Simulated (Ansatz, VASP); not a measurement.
# SrTiO3: VASP beside Ansatz

```
Sr Ti O
1.0
     3.90500    0.00000    0.00000
     0.00000    3.90500    0.00000
     0.00000    0.00000    3.94405
Sr Ti O
1 1 3
Cartesian
  0.0000 0.0000 0.0000
  1.9525 1.9525 1.9720
  0.0000 1.9525 1.9720
  1.9525 0.0000 1.9720
  1.9525 1.9525 0.0000
```

Change from the starting cell: zz strain of +1 %.

Alike in both runs: task single point; functional PBEsol; k mesh 7 × 7 × 7; occupations fermi-dirac, width 0.05 eV; no spin polarisation.

|  | VASP | Ansatz |
| --- | --- | --- |
| version | VASP 6.6.1 | Ansatz 0.2.0 |
| potentials or method | VASP PAW PBE potentials, release 64 (Sr_sv, Ti_sv, O), cutoff 520 eV | all-electron LAPW, scalar-relativistic |

|  | VASP | Ansatz | Ansatz less VASP |
| --- | --- | --- | --- |
| gap on the k mesh at the Fermi level (eV) | 1.84 | 1.87 | +0.026 |
| pressure (GPa) | -3.0 | -3.7 | -0.65 |
| traceless stress, the component that is largest in VASP (GPa) | -1.48 | -1.46 | +0.026 |

VASP's potentials were made for PBE, not for PBEsol. Ansatz ran all-electron here, and VASP with PAW potentials.
